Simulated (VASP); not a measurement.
IrRh2:

```
Ir Rh
1.0
     2.69771    0.00000    0.00000
    -1.34885    2.33628    0.00000
     0.00000    0.00000   13.11962
Ir Rh
2 4
Cartesian
  1.3489 0.7788 4.3732
  1.3489 0.7788 8.7464
  1.3489 0.7788 0.0000
  0.0000 1.5575 10.9330
  0.0000 1.5575 2.1866
  0.0000 1.5575 6.5598
```

```yaml
Program: VASP 6.6.1
Task: relaxation of cell and atoms
Functional: PBE
Potentials_or_basis: VASP PAW PBE potentials, release 64 (Ir, Rh_pv)
Cutoff: 600 eV
k_mesh: 6 × 6 × 2
Occupations: gaussian, width 0.1 eV
Spin: no spin polarisation
```

At the start: pressure 10.9 GPa; volume 13.78 Å³/atom.

Problem. How do energy, volume and symmetry change on relaxing?

Solution. Over 8 steps the energy falls by 21.9 meV/atom and the volume is 14.27 Å³/atom (+3.6 %); space group P-6m2 (No. 187, to 0.05 Å).

Step by step:
```csv
step,energy change (eV),largest force (eV/Å),pressure (GPa),volume (Å³)
1,0.0000,0.1799,10.92,82.69
2,0.5247,0.1878,-21.39,94.41
3,-0.1181,0.1322,-1.25,85.99
4,-0.1183,0.1337,-0.87,85.87
5,-0.1288,0.0346,0.43,85.52
6,-0.1309,0.0640,0.02,85.62
7,-0.1309,0.0623,0.04,85.62
8,-0.1311,0.0207,-0.06,85.65
```

Final structure:
```xyz
6
Lattice="2.7509 0.0000 0.0000 -1.3754 2.3823 0.0000 0.0000 0.0000 13.0694" Properties=species:S:1:pos:R:3 pbc="T T T"
Ir    1.3754    0.7941    4.3471
Ir    1.3754    0.7941    8.7223
Rh    1.3754    0.7941    0.0000
Rh    0.0000    1.5882   10.8882
Rh    0.0000    1.5882    2.1812
Rh    0.0000    1.5882    6.5347
```

Caveat: the k points lie up to 0.44 Å⁻¹ apart in the final cell.
